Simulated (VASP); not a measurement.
Input of a VASP 6.6.1 run:

Contents of INCAR:

```
SYSTEM = Rh
PREC = Accurate
ENCUT = 520
EDIFF = 1E-7
ISMEAR = -1
SIGMA = 0.1
LREAL = .FALSE.
LASPH = .TRUE.
NELM = 100
ALGO = Normal
ISIF = 2
LWAVE = .FALSE.
LCHARG = .FALSE.
GGA = B5
ALDAX = 1.0
AGGAX = 1.0
AGGAC = 1.0
ALDAC = 0.0
NBANDS = 30
```

KPOINTS

```
Automatic mesh
0
G
  11 11 15
  0 0 0
```

POSCAR

```
Rh
1.0
    4.4169790670      0.0000000000      0.0000000000
   -2.2084895335      3.8252160800      0.0000000000
    0.0000000000      0.0000000000      2.7131581976
Rh
3
Direct
    0.0000000000      0.0000000000      0.0000000000
    0.3333333333      0.6666666667      0.5000000000
    0.6666666667      0.3333333333      0.5000000000
```

Potentials or basis: VASP PAW PBE potentials, release 64 (Rh_pv).

The run is started by

```console
$ cat potpaw_PBE.64/Rh_pv/POTCAR > POTCAR
$ mpirun -np 1 vasp_std > vasp.out
```

**Question.** Estimate the band gap on the k mesh.

**Answer.** Zero (an odd number of electrons rules out a gap without spin polarisation).

**Question.** Predict the pressure.

**Answer.** 0.5 GPa.

Stress tensor (GPa, compression positive):
```
0.57 0.00 0.00
0.00 0.57 0.00
0.00 0.00 0.24
```

Caveat: the PAW data sets were made with another functional, which shifts forces and pressure a little.
